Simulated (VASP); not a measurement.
Runs of VASP 6.6.1 on Bi. The structure is that of space group R-3m (No. 166), or close to it. The cells are those of the table. 

```tsv
task	cell	k mesh	cutoff (eV)	gap on the mesh (eV)	pressure (GPa)	largest force (eV/Å)
relaxation of cell and atoms	relaxed from a = 4.883 Å, angles 54.5°, 2 atoms	6 × 6 × 6	600	none	0.1	0.01
single point	a = 4.883 Å, angles 54.5°, 2 atoms	6 × 6 × 6	520	none	0.9	0.69
single point	a = 4.714 Å, angles 57.3°, 2 atoms	6 × 6 × 6	520	none	-0.1	-
single point	a = 4.680 Å, angles 57.8°, 2 atoms	15 × 15 × 15	520	none	(a)	0.01
```

Alike in all rows: level PBEsol; potentials or basis VASP PAW PBE potentials, release 64 (Bi_d); no spin polarisation; smearing gaussian 0.1 eV.

Q: Estimate the missing entries.

A: (a) 0.0.

Caveats: the PAW data sets were made with another functional, which shifts forces and pressure a little; spin-orbit coupling is left out, which moves the levels of the heavy elements.

A k mesh can miss the band edges, and the runs leave out spin-orbit coupling on Bi.

A gap of «none» marks levels without a gap at the run's occupations.
